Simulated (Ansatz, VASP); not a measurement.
## Two plane-wave programs on Mg2C

```
C Mg
1.0
     0.00000    2.71094    2.71094
     2.59356    0.00000    2.71094
     2.59356    2.71094    0.00000
C Mg
1 2
Direct
  0.00000 0.00000 0.00000
  0.25000 0.25000 0.25000
  0.75000 0.75000 0.75000
```

Change from the starting cell: uniaxial_x strain -4.3%.

Alike in both runs: task single point; functional HSE06; k mesh 6 × 6 × 6; no spin polarisation.

|  | VASP | Ansatz |
| --- | --- | --- |
| version | VASP 6.6.1 | Ansatz 0.2.0 |
| potentials or method | VASP PAW PBE potentials, release 64 (C, Mg) | plane waves, PAW |
| plane-wave cutoff (eV) | 520 | 420 |
| occupations | gaussian, width 0.01 eV | fixed |
| valence electrons in the cell | 8 | 24 |

```tsv
	VASP	Ansatz	Ansatz less VASP
gap on the k mesh at the Fermi level (eV)	1.19	1.20	+0.008
pressure (GPa)	4.3	4.4	+0.13
traceless stress, the component that is largest in VASP (GPa)	9.33	9.30	-0.028
```

VASP's potentials hold 8 valence electrons a cell and Ansatz's 24, so a difference there can come from the potentials and not from the codes. Ansatz's warnings: stress exchange threshold loose, stress scf threshold loose.
